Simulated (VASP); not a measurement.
# Al3Si2B (Fmmm) in VASP: a series of runs

Al3Si2B is run at these levels: PBE; tasks: single point.

Program: VASP 6.6.1. These are calculated values, not measurements. Logs are shortened: lines on timing, memory, paths and dates and some standing lists are left out, and cuts for length are marked.

## Step 1: The cell of the first run

It takes space group Fmmm (No. 69, orthorhombic). Conventional cell: a = 6.099 Å, b = 7.834 Å, c = 7.938 Å, α = 90.00°, β = 90.00°, γ = 90.00°. Al (site symmetry mm2) has 1 B at 1.48 Å and 2 Si at 2.04 Å within 2.1 Å. Al (site symmetry mmm) has 2 Si at 1.64 Å within 2.2 Å. Si (site symmetry 2mm) has 1 B at 1.41 Å and 1 Al at 1.64 Å within 1.9 Å. B (site symmetry mmm) has 2 Si at 1.41 Å and 2 Al at 1.48 Å within 1.9 Å.

The cell was generated, and may not be a known phase.

## Step 2: Single point, PBE

INCAR reads:

```
SYSTEM = Al3Si2B
PREC     = Accurate       ! precision mode
ENCUT    = 520            ! plane-wave cutoff, eV
EDIFF    = 1E-6           ! SCF threshold, eV
ISMEAR   = 0              ! smearing method
SIGMA    = 0.1            ! smearing width, eV
LREAL    = .FALSE.        ! projectors in reciprocal space
LASPH    = .TRUE.         ! aspherical terms in the spheres
NELM     = 100            ! most SCF steps
ALGO     = Normal         ! electronic algorithm
ISIF     = 2              ! what is computed and relaxed
LWAVE    = .FALSE.        ! write WAVECAR
LCHARG   = .FALSE.        ! write CHGCAR
GGA      = PE             ! functional
NBANDS   = 19             ! bands
```

KPOINTS reads:

```
Automatic mesh
0
G
  4 4 4
  0 0 0
```

POSCAR reads:

```
Al3Si2B
1.0
    0.0000000000      3.9170505800      3.9689702400
    3.0495921400      0.0000000000      3.9689702400
    3.0495921400      3.9170505800      0.0000000000
Al Si B
3 2 1
Direct
    0.1866663600      0.1866663600      0.8133336400
    0.8133336400      0.8133336400      0.1866663600
    0.5000000000      0.5000000000      0.5000000000
    0.2309823500      0.7690176500      0.7690176500
    0.7690176500      0.2309823500      0.2309823500
    0.0000000000      0.0000000000      0.0000000000
```

Potentials or basis: VASP PAW PBE potentials, release 64 (Al, Si, B).

Launch:

```console
$ cat potpaw_PBE.64/Al/POTCAR potpaw_PBE.64/Si/POTCAR potpaw_PBE.64/B/POTCAR > POTCAR
$ mpirun -np 1 vasp_std > vasp.out
```

OUTCAR:

```text
SYSTEM = Al3Si2B
   PREC = Accurate
   ENCUT = 520
   EDIFF = 1E-6
   ISMEAR = 0
   LREAL = .FALSE.
   LASPH = .TRUE.
   NELM = 100
   ISIF = 2
   GGA = PE

 ion  position               nearest neighbor table
   1  0.187  0.187  0.813-   6 1.48   5 2.04   4 2.04   3 2.49   2 2.96   4 2.98   5 2.98   2 3.21
                             2 3.21
   2  0.813  0.813  0.187-   6 1.48   5 2.04   4 2.04   3 2.49   1 2.96   5 2.98   4 2.98   1 3.21
                             1 3.21
   3  0.500  0.500  0.500-   4 1.64   5 1.64   1 2.49   2 2.49
   4  0.231  0.769  0.769-   6 1.41   3 1.64   1 2.04   2 2.04   5 2.82   2 2.98   1 2.98
   5  0.769  0.231  0.231-   6 1.41   3 1.64   1 2.04   2 2.04   4 2.82   2 2.98   1 2.98
   6  0.000  0.000  0.000-   4 1.41   5 1.41   1 1.48   2 1.48

  LATTYP: Found a face centered orthorhombic cell.
 ALAT       =     6.0991842800
 B/A-ratio  =     1.2844506413
 C/A-ratio  =     1.3014757573

  Lattice vectors:

 A1 = (   0.0000000000,   3.9170505800,   3.9689702400)
 A2 = (   3.0495921400,   0.0000000000,   3.9689702400)
 A3 = (   3.0495921400,   3.9170505800,   0.0000000000)

Analysis of symmetry for initial positions (statically):
=====================================================================
 Subroutine PRICEL returns:
 Original cell was already a primitive cell.

 Routine SETGRP: Setting up the symmetry group for a
 face centered orthorhombic supercell.

 Subroutine GETGRP returns: Found  8 space group operations
 (whereof  8 operations were pure point group operations)
 out of a pool of  8 trial point group operations.

The static configuration has the point symmetry D_2h.

Analysis of symmetry for dynamics (positions and initial velocities):
=====================================================================
 Subroutine PRICEL returns:
 Original cell was already a primitive cell.

 Routine SETGRP: Setting up the symmetry group for a
 face centered orthorhombic supercell.

 Subroutine GETGRP returns: Found  8 space group operations
 (whereof  8 operations were pure point group operations)
 out of a pool of  8 trial point group operations.

The dynamic configuration has the point symmetry D_2h.

 Subroutine INISYM returns: Found  8 space group operations
 (whereof  8 operations are pure point group operations),
 and found     1 'primitive' translations

[... 98 lines left out ...]
   NSW    =      0    number of steps for IOM
   IBRION =     -1    ionic relax: 0-MD 1-quasi-New 2-CG
   NFREE  =      0    steps in history (QN), initial steepest desc. (CG)
   ISIF   =      2    stress and relaxation
   ISYM   =      2    0-nonsym 1-usesym 2-fastsym
   POTIM  = 0.5000    time-step for ionic-motion
   TEBEG  =    0.0;   TEEND  =   0.0 temperature during run
   PSTRESS=    0.0 pullay stress
   NELECT =      20.0000    total number of electrons
   NUPDOWN=      -1.0000    fix difference up-down
   EMIN   =  10.00;   EMAX   =-10.00  energy-range for DOS
   EFERMI =   0.00;   METHOD = LEGACY
   ISMEAR =     0;   SIGMA  =   0.10  broadening in eV -4-tet -1-fermi 0-gaus
   EFERMI_NEDOS =   21; number of points for ismear=-14 and -15
   IALGO  =     38    algorithm
   IMIX   =      4    mixing-type and parameters
     AMIX     =   0.40;   BMIX     =  1.00
     AMIX_MAG =   1.60;   BMIX_MAG =  1.00
  volume/ion in A,a.u.               =      15.80       106.65
  Fermi-wavevector in a.u.,A,eV,Ry     =   0.974500  1.841538 12.920780  0.949651
  Thomas-Fermi vector in A             =   2.104965
   LORBIT       =      0    0 simple, 1 ext, 2 COOP (PROOUT), +10 PAW based schemes
   GGA     = PE    functional components
   LHFCALC =     F    Hartree Fock is set to
   AEXX    =    0.0000 exact exchange contribution
   IVDW    =     0    specifies the selected vdW correction
   LEPSILON=     F    determine dielectric tensor
   LRPA    =     F    only Hartree local field effects (RPA)
 non-spin polarized calculation
 Gauss-broadening in eV      SIGMA  =   0.10
  energy-cutoff  :      520.00
  volume of cell :       94.82
 maximum number of plane-waves:      2579
 NGX is ok and might be reduce to    42
   NGX = 21   NGY = 19   NGZ = 19

 number of electron      20.0000001 magnetization

 Free energy of the ion-electron system (eV)
  ---------------------------------------------------
  ext. energy  EPLUGINS =         0.00000000
  ---------------------------------------------------
  free energy    TOTEN  =         8.00762595 eV

  energy without entropy =        8.01731393  energy(sigma->0) =        8.01246994

 E-fermi :   6.6905     XC(G=0):  -9.4184

 val. band max:        6.5530307373   @ k =   0.5000   0.2500   0.0000
 cond. band min:       6.7132334090   @ k =  -0.2500   0.0000   0.2500
 fundamental gap:      0.1602026716
 Fermi energy:         6.6904712224

 k-point     1 :       0.0000    0.0000    0.0000
  band No.  band energies     occupation
      1      -7.4873      2.00000
      2      -3.4246      2.00000
      3      -1.6887      2.00000
      4      -0.8843      2.00000
      5       1.1056      2.00000
      6       1.9717      2.00000
[... 373 lines left out ...]
      6       3.0638      2.00000
[... 11 lines left out ...]
     18      13.4749      0.00000
     19      13.6625      0.00000

------------------------ aborting loop because EDIFF is reached ----------------------------------------

  FORCE on cell =-STRESS in cart. coord.  units (eV):
  Direction    XX          YY          ZZ          XY          YZ          ZX
  --------------------------------------------------------------------------------------
  -------------------------------------------------------------------------------------
  Total      166.3050219     -2.0015210     76.5658824      0.0000000      0.0000000      0.0000000
  in kB     2810.0054931    -33.8190926   1293.7104820      0.0000000      0.0000000      0.0000000
  external PRESSURE =    1356.6322942 kB  Pullay stress =       0.0000000 kB

 VOLUME and BASIS-vectors are now :
 -----------------------------------------------------------------------------
  energy-cutoff  :      520.00
  volume of cell :       94.82
      direct lattice vectors                 reciprocal lattice vectors
     0.000000000  3.917050580  3.968970240    -0.163956351  0.127647062  0.125977261
     3.049592140  0.000000000  3.968970240     0.163956351 -0.127647062  0.125977261
     3.049592140  3.917050580  0.000000000     0.163956351  0.127647062 -0.125977261

 POSITION                                       TOTAL-FORCE (eV/Angst)
 -----------------------------------------------------------------------------------
      3.04959      3.91705      1.48175        -0.000000      0.000000     24.611687
      3.04959      3.91705      6.45619        -0.000000      0.000000    -24.611687
      3.04959      3.91705      3.96897        -0.000000      0.000000     -0.000000
      4.69038      3.91705      3.96897        -4.379131      0.000000     -0.000000
      1.40880      3.91705      3.96897         4.379131      0.000000     -0.000000
      0.00000      0.00000      0.00000        -0.000000      0.000000     -0.000000
 -----------------------------------------------------------------------------------
    total drift:                                0.000000     -0.000000      0.000000

  FREE ENERGIE OF THE ION-ELECTRON SYSTEM (eV)
  ---------------------------------------------------
  free  energy   TOTEN  =         8.0076259524 eV

  energy  without entropy=        8.0173139346  energy(sigma->0) =        8.01246994
```

OSZICAR:

```text
N       E                     dE             d eps       ncg     rms          rms(c)
DAV:   1     0.821846056412E+02    0.82185E+02   -0.82025E+03   684   0.884E+02
DAV:   2    -0.365729609404E+01   -0.85842E+02   -0.81218E+02   873   0.150E+02
DAV:   3    -0.931788297206E+01   -0.56606E+01   -0.56123E+01   895   0.397E+01
DAV:   4    -0.940386793304E+01   -0.85985E-01   -0.85895E-01   946   0.583E+00
DAV:   5    -0.940580524587E+01   -0.19373E-02   -0.19372E-02   883   0.880E-01    0.201E+01
DAV:   6     0.717578342412E+01    0.16582E+02   -0.29526E+01   734   0.344E+01    0.968E+00
DAV:   7     0.790426427075E+01    0.72848E+00   -0.77947E+00   830   0.140E+01    0.358E+00
DAV:   8     0.799418101242E+01    0.89917E-01   -0.48466E-01   818   0.476E+00    0.175E+00
DAV:   9     0.800673222444E+01    0.12551E-01   -0.90262E-02   794   0.168E+00    0.590E-01
DAV:  10     0.800786648359E+01    0.11343E-02   -0.15220E-02   819   0.690E-01    0.382E-01
DAV:  11     0.800769516538E+01   -0.17132E-03   -0.23942E-03   768   0.288E-01    0.176E-01
DAV:  12     0.800762665484E+01   -0.68511E-04   -0.22224E-04   826   0.821E-02    0.585E-02
DAV:  13     0.800762668697E+01    0.32139E-07   -0.18319E-05   827   0.233E-02    0.231E-02
DAV:  14     0.800762595240E+01   -0.73457E-06   -0.40501E-06   791   0.109E-02
   1 F= 0.80076260E+01 E0= 0.80124699E+01  d E =-.968798E-02
```

Wall time 46 s (1 thread of Intel Xeon Platinum 8259CL at 2.50GHz (Skylake/Cascade Lake), shared host); peak memory 0.24 GiB.

Results:

```
Free energy            : 8.0076 eV
Pressure               : 135.7 GPa
Largest force          : 24.612 eV/Å
Band gap on the k mesh : zero (bands 10 and 11 overlap by 1.24 eV)
```

Forces on the atoms (eV/Å):
```
Al    0.000   0.000  24.612
Al    0.000   0.000 -24.612
Al    0.000   0.000   0.000
Si   -4.379   0.000   0.000
Si    4.379   0.000   0.000
B     0.000   0.000   0.000
```

Stress tensor (GPa, compression positive):
```
281.00   0.00   0.00
  0.00  -3.38   0.00
  0.00   0.00 129.37
```

Levels at points of the mesh, in eV from the Fermi level:
```tsv
k point	band 7	band 8	band 9	band 10	band 11	band 12	band 13	band 14
(0.00, 0.00, 0.00)	-3.62	-3.17	-2.00	-1.47	-1.04	1.10	1.51	2.62
(0.50, 0.00, 0.00)	-4.78	-2.99	-0.96	0.06	1.19	1.50	1.66	2.69
(0.50, 0.50, 0.00)	-3.49	-2.32	-1.71	-1.40	0.85	1.44	1.86	3.34
(0.50, 0.00, 0.50)	-3.86	-3.26	-1.31	-1.11	0.61	2.99	3.22	3.72
(0.00, 0.50, 0.50)	-3.45	-2.01	-1.93	-0.82	0.02	0.23	1.42	4.94
```

Caveat: the k points lie up to 0.38 Å⁻¹ apart, too coarse for converged energies and pressures of a metal; forces of over 1 eV/Å act on the atoms, so gaps and moduli don't describe the material at rest.

## Step 3: Single point, PBE

This run uses another cell than the first one, of 18.68 Å³/atom.

INCAR reads:

```
ALGO = Normal
EDIFF = 1E-6
ENCUT = 520
GGA = PE
ISIF = 2
ISMEAR = 0
LASPH = True
LCHARG = False
LREAL = False
LWAVE = False
NBANDS = 19
NELM = 100
PREC = Accurate
SIGMA = 0.1
```

KPOINTS reads:

```
k-points
0
Gamma
  4 4 4
```

POSCAR reads:

```
Al3Si2B
1.0
    0.0000000000      2.3956796188      5.0955865954
    4.5918615445      0.0000000000      5.0955865954
    4.5918615445      2.3956796188      0.0000000000
Al Si B
3 2 1
Direct
    0.2059606350      0.2059606350      0.7940393650
    0.7940393650      0.7940393650      0.2059606350
    0.5000000000      0.5000000000      0.5000000000
    0.2115517296      0.7884482704      0.7884482704
    0.7884482704      0.2115517296      0.2115517296
    0.0000000000      0.0000000000      0.0000000000
```

Potentials or basis: VASP PAW PBE potentials, release 64 (Al, Si, B).

Launch:

```console
$ cat potpaw_PBE.64/Al/POTCAR potpaw_PBE.64/Si/POTCAR potpaw_PBE.64/B/POTCAR > POTCAR
$ mpirun -np 1 vasp_std > vasp.out
```

Run time: 57 s. Hardware: 1 thread of Intel Xeon Platinum 8259CL at 2.50GHz (Skylake/Cascade Lake), shared host; peak memory 0.28 GiB.

Results (log left out):

```
Free energy            : -26.2124 eV
Pressure               : -0.1 GPa
Largest force          : 0.013 eV/Å
Band gap on the k mesh : zero (bands 10 and 11 overlap by 2.18 eV)
```

Forces on the atoms (eV/Å):
```
Al   0.000  0.000  0.013
Al   0.000  0.000 -0.013
Al   0.000  0.000  0.000
Si   0.001  0.000  0.000
Si  -0.001  0.000  0.000
B    0.000  0.000  0.000
```

Stress tensor (GPa, compression positive):
```
-0.06  0.00  0.00
 0.00 -0.16  0.00
 0.00  0.00 -0.03
```

Levels at points of the mesh, in eV from the Fermi level:
| k point | band 7 | band 8 | band 9 | band 10 | band 11 | band 12 | band 13 | band 14 |
| --- | --- | --- | --- | --- | --- | --- | --- | --- |
| (0.00, 0.00, 0.00) | -3.64 | -3.15 | -1.80 | -1.07 | -0.69 | 0.31 | 1.00 | 1.76 |
| (0.50, 0.00, 0.00) | -2.14 | -1.51 | -0.90 | -0.14 | 0.79 | 1.33 | 1.76 | 2.73 |
| (0.50, 0.50, 0.00) | -3.18 | -2.80 | -1.50 | -0.63 | -0.32 | 0.72 | 2.47 | 2.98 |
| (0.50, 0.00, 0.50) | -2.48 | -1.57 | -0.77 | 0.86 | 0.87 | 2.36 | 2.64 | 2.74 |
| (0.00, 0.50, 0.50) | -2.45 | -2.40 | -1.43 | -1.06 | -0.58 | -0.17 | 1.75 | 3.04 |

Caveat: the k points lie up to 0.40 Å⁻¹ apart, too coarse for converged energies and pressures of a metal.

The gap in the log of VASP goes by the Fermi energy; the results here count the filled bands.